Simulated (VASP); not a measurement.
**Si: relaxation of cell and atoms with LDA**

The system is Si.

```
Si
1.0
     0.00000    2.72185    2.72185
     2.72185    0.00000    2.72185
     2.72185    2.72185    0.00000
Si
2
Direct
  0.50000 0.50000 0.50000
  0.75000 0.75000 0.75000
```

```yaml
Program: VASP 6.6.1
Task: relaxation of cell and atoms
Functional: LDA
Potentials_or_basis: VASP PAW LDA potentials, release 64 (Si)
Cutoff: 600 eV
k_mesh: 8 × 8 × 8
Occupations: fermi-dirac, width 0.05 eV
Spin: no spin polarisation
Dipole_correction: no
Further_INCAR_settings: ALGO = Normal; EDIFF = 1e-06; IBRION = 2; EDIFFG = -0.005; NSW = 80; ISIF = 3
```

The relaxed volume is 19.72 Å³/atom, the relaxed cell is a = 3.821 Å, b = 3.821 Å, c = 3.821 Å, α = 60.00°, β = 60.00°, γ = 60.00° and the space group after relaxing (to 0.05 Å) is Fd-3m (No. 227). The energy gained by relaxing is 3.0 meV/atom, the ionic steps are 3 and the pressure after relaxing is 0.0 GPa. The band gap on the k mesh is 0.49 eV, indirect (least direct gap 2.53 eV).

The path:
```
step  energy change (eV)  largest force (eV/Å)  pressure (GPa)  volume (Å³)
   1              0.0000                0.0000           -2.07        40.33
   2             -0.0030                0.0000            1.55        38.83
   3             -0.0059                0.0000            0.00        39.44
```

Final structure:
```xyz
2
Lattice="0.0000 2.7016 2.7016 2.7016 0.0000 2.7016 2.7016 2.7016 0.0000" Properties=species:S:1:pos:R:3 pbc="T T T"
Si    2.7016    2.7016    2.7016
Si    4.0524    4.0524    4.0524
```

Levels at points of the mesh, in eV from the valence-band top:
```csv
k point,band 1,band 2,band 3,band 4,band 5,band 6,band 7,band 8
"(0.00, 0.00, 0.00)",-12.06,0.00,0.00,0.00,2.53,2.53,2.53,3.38
"(0.50, 0.00, 0.00)",-9.69,-7.06,-1.21,-1.21,1.48,3.28,3.28,7.54
"(0.50, 0.50, 0.00)",-7.86,-7.86,-2.89,-2.89,0.57,0.57,10.11,10.11
```

It took 8.2 s on 1 thread of Intel(R) Xeon(R) 6975P-C (Granite Rapids), on a shared host, peak memory 0.14 GiB.

A k mesh can miss the band edges. A hybrid or GW would open this gap; LDA tends to underestimate it.
